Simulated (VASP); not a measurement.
Input of a VASP 6.6.1 run:

INCAR

```
PREC = Accurate
ENCUT = 400
EDIFF = 1E-6
ISMEAR = 1
SIGMA = 0.1
LREAL = F
LASPH = T
NELM = 120
ALGO = Normal
ISIF = 2
LWAVE = F
LCHARG = F
GGA = PE
NBANDS = 28
GGA_COMPAT = F
NELMDL = -8
```

Contents of KPOINTS:

```
Automatic mesh
0
Gamma
  4 4 2
```

The input POSCAR:

```
TlBr
1.0
    3.9800000000      0.0000000000      0.0000000000
    0.0000000000      3.9800000000      0.0000000000
    0.0000000000      0.0000000000     11.9600000000
Tl Br
2 2
Direct
    0.0000000000      0.0000000000      0.0000000000
    0.0000000000      0.0000000000      0.3327759197
    0.5000000000      0.5000000000      0.1663879599
    0.5000000000      0.5000000000      0.4991638796
```

Potentials or basis: VASP PAW PBE potentials, release 64 (Tl_d, Br).

The run is started by

```sh
$ cat potpaw_PBE.64/Tl_d/POTCAR potpaw_PBE.64/Br/POTCAR > POTCAR
$ mpirun -np 1 vasp_std > vasp.out
```

(1) Estimate the band gap on the k mesh.

(2) Estimate the largest force.

Answers

(1) 0.06 eV.

(2) 1.229 eV/Å.

Caveat: spin-orbit coupling is left out, which moves the levels of the heavy elements.
